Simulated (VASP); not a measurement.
A run of VASP 6.6.1 is set up as follows.

Contents of INCAR:

```
  PREC = Accurate
  ENCUT = 520
  EDIFF = 1E-8
  ISMEAR = -1
  SIGMA = 0.05
  LREAL = False
  LASPH = True
  NELM = 60
  ALGO = Normal
  ISIF = 2
  LWAVE = False
  LCHARG = False
  GGA = PE
  LEFG = True
  NBANDS = 16
```

The input KPOINTS:

```
regular mesh
0
Gamma
  11 11 9
```

The input POSCAR:

```
ZrB2
1.0
    3.1675246616      0.0000000000      0.0000000000
   -1.5837623308      2.7431568240      0.0000000000
    0.0000000000      0.0000000000      3.5523880600
Zr B
1 2
Direct
    0.0000000000      0.0000000000      0.0000000000
    0.1933333333      0.5966666667      0.5000000000
    0.8066666667      0.4033333333      0.5000000000
```

Potentials or basis: VASP PAW PBE potentials, release 64 (Zr_sv, B).

Command:

```sh
$ cat potpaw_PBE.64/Zr_sv/POTCAR potpaw_PBE.64/B/POTCAR > POTCAR
$ mpirun -np 1 vasp_std > vasp.out
```

Task: Estimate the pressure.

Result: 85.3 GPa.

Task: Estimate the largest force.

Result: 47.329 eV/Å.

Forces in eV/Å, atoms in the order of the input:
```
Zr    0.000   0.000   0.000
B    40.989  23.665   0.000
B   -40.989 -23.665   0.000
```

Caveat: the cell differs from its parent crystal (shortest bond scaled by 0.58); without QUAD_EFG the Cq values of the log hold for a quadrupole moment of 1 mb, not for the nuclei; forces of over 1 eV/Å act on the atoms, so gaps and moduli don't describe the material at rest.
